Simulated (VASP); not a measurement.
Input of a VASP 6.6.1 run:

Contents of INCAR:

```
SYSTEM = HgF3
ALGO = Normal ; EDIFF = 1E-6
ENCUT = 520 ; GGA = PE
ISIF = 2 ; ISMEAR = -1
LASPH = .TRUE. ; LCHARG = .FALSE.
LREAL = .FALSE. ; LWAVE = .FALSE.
NBANDS = 24 ; NELM = 100
PREC = Accurate ; SIGMA = 0.05
```

The input KPOINTS:

```
k-points
0
G
  8 8 8
  0 0 0
```

Contents of POSCAR:

```
HgF3
1.0
    0.0000000000      2.8821329500      2.8821329500
    2.8821329500      0.0000000000      2.8821329500
    2.8821329500      2.8821329500      0.0000000000
Hg F
1 3
Direct
    0.0000000000      0.0000000000      0.0000000000
    0.5000000000      0.5000000000      0.5000000000
    0.7500000000      0.7500000000      0.7500000000
    0.2500000000      0.2500000000      0.2500000000
```

Potentials or basis: VASP PAW PBE potentials, release 64 (Hg, F).

Command:

```console
$ cat potpaw_PBE.64/Hg/POTCAR potpaw_PBE.64/F/POTCAR > POTCAR
$ mpirun -np 1 vasp_std > vasp.out
```

Task: Predict the pressure.

Result: -0.2 GPa.

Caveat: an odd number of electrons without spin polarisation forces a metal; a magnetic or distorted state may lie lower.
